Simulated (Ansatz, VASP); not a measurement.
# Ba2BCl in VASP and in Ansatz

INCAR

```
SYSTEM = Ba2BCl
PREC     = Accurate       ! precision mode
ENCUT    = 600            ! plane-wave cutoff, eV
EDIFF    = 1E-6           ! SCF threshold, eV
ISMEAR   = 0              ! smearing method
SIGMA    = 0.1            ! smearing width, eV
LREAL    = .False.        ! projectors in reciprocal space
LASPH    = .True.         ! aspherical terms in the spheres
NELM     = 80             ! most SCF steps
ALGO     = Normal         ! electronic algorithm
ISIF     = 3              ! what is computed and relaxed
LWAVE    = .False.        ! write WAVECAR
LCHARG   = .False.        ! write CHGCAR
GGA      = PE             ! functional
IBRION   = 2              ! ionic algorithm
NSW      = 90             ! ionic steps
EDIFFG   = -0.04          ! ionic threshold
```

The input KPOINTS:

```
regular mesh
0
Gamma
  6 6 4
  0 0 0
```

The input POSCAR:

```
Ba2BCl
1.0
    5.6920735500      0.0000000000      0.0000000000
   -2.8460367700      4.9294802900      0.0000000000
    0.0000000000      0.0000000000      4.7170128300
Ba B Cl
2 1 1
Direct
    0.3333333300      0.6666666700      0.0000000000
    0.6666666700      0.3333333300      0.0000000000
    0.0000000000      0.0000000000      0.0000000000
    0.0000000000      0.0000000000      0.5000000000
```

Input for Ansatz:

```yaml
crystal:
  lattice:
    - [5.69207355, 0.0, 0.0]
    - [-2.84603677, 4.92948029, 0.0]
    - [0.0, 0.0, 4.71701283]
  atoms:
    - { symbol: Ba, position: [0.33333333, 0.66666667, 0.0] }
    - { symbol: Ba, position: [0.66666667, 0.33333333, 0.0] }
    - { symbol: B, position: [0.0, 0.0, 0.0] }
    - { symbol: Cl, position: [0.0, 0.0, 0.5] }
basis:
  ecutwfc: 420
kpoints:
  mp_grid: { grid: [6, 6, 4] }
hamiltonian:
  xc: pbe
scf:
  occupations: { method: gaussian, width: 0.1 }
  lower_state_search: "off"
output:
  forces: true
  stress: true
  eigenvalues: true
relax:
  adjacent_minimum: "off"
  f_tol: 0.04
  max_steps: 70
  cell: { stress_tol: 0.4 }
```

Alike in both runs: task relaxation of cell and atoms; functional PBE; k mesh 6 × 6 × 4; occupations gaussian, width 0.1 eV; no spin polarisation.

|  | VASP | Ansatz |
| --- | --- | --- |
| version | VASP 6.6.1 | Ansatz 0.2.0 |
| potentials or method | VASP PAW PBE potentials, release 64 (Ba_sv, B, Cl), cutoff 600 eV | scalar-relativistic, plane waves, PAW |
| valence electrons in the cell | 30 | 30 |

|  | VASP | Ansatz | Ansatz less VASP |
| --- | --- | --- | --- |
| gap on the k mesh at the Fermi level, each at its own relaxed structure (eV) | none | none | - |
| relaxed volume (Å³/atom) | 37.17 | 36.27 | -0.893 |
| relaxed length of the cell vector where the two differ most in proportion (Å) | 5.619 | 5.546 | -0.0724 |

A gap of «none» marks a metal or a gap that the smearing closes.

Neither program's run includes spin-orbit coupling.
